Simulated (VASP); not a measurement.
Here is a VASP 6.6.1 calculation.

The input INCAR:

```
SYSTEM = Sb2As2C
PREC     = Accurate       ! precision mode
ENCUT    = 600            ! plane-wave cutoff, eV
EDIFF    = 1E-7           ! SCF threshold, eV
ISMEAR   = 0              ! smearing method
SIGMA    = 0.1            ! smearing width, eV
LREAL    = .False.        ! projectors in reciprocal space
LASPH    = .True.         ! aspherical terms in the spheres
NELM     = 100            ! most SCF steps
ALGO     = Normal         ! electronic algorithm
ISIF     = 3              ! what is computed and relaxed
LWAVE    = .False.        ! write WAVECAR
LCHARG   = .False.        ! write CHGCAR
GGA      = PE             ! functional
IBRION   = 2              ! ionic algorithm
NSW      = 100            ! ionic steps
EDIFFG   = -0.01          ! ionic threshold
```

File KPOINTS:

```
Automatic mesh
0
Gamma
  12 12 4
  0 0 0
```

File POSCAR:

```
Sb2As2C
1.0
    3.4462617487      0.0000000000      0.0000000000
   -1.7231308744      2.9845502225      0.0000000000
    0.0000000000      0.0000000000      9.6494226687
Sb As C
2 2 1
Direct
    0.6666666667      0.3333333333      0.3450183813
    0.3333333333      0.6666666667      0.6549816187
    0.6666666667      0.3333333333      0.8688132790
    0.3333333333      0.6666666667      0.1311867210
    0.0000000000      0.0000000000      0.0000000000
```

Potentials or basis: VASP PAW PBE potentials, release 64 (Sb, As, C).

The run is started by

```bash
$ cat potpaw_PBE.64/Sb/POTCAR potpaw_PBE.64/As/POTCAR potpaw_PBE.64/C/POTCAR > POTCAR
$ mpirun -np 1 vasp_std > vasp.out
```

Question: What does it give for the relaxed volume?

Answer: 19.90 Å³/atom.

Question: Predict the band gap on the k mesh.

Answer: Zero (bands 12 and 13 overlap by 3.63 eV).

Question: Estimate the space group after relaxing (to 0.1 Å).

Answer: P-3m1 (No. 164).

Question: Predict the relaxed cell.

Answer: a = 3.289 Å, b = 3.289 Å, c = 10.623 Å, α = 90.00°, β = 90.00°, γ = 120.00°.

Forces in eV/Å, atoms in the order of the input:
```
Sb   0.000  0.000 -0.001
Sb   0.000  0.000  0.001
As   0.000  0.000 -0.004
As   0.000  0.000  0.004
C    0.000  0.000  0.000
```

Caveat: spin-orbit coupling is left out, which moves the levels of the heavy elements; this functional lacks dispersion, which binds the layers, so the pressure and a relaxed spacing across them are unreliable.
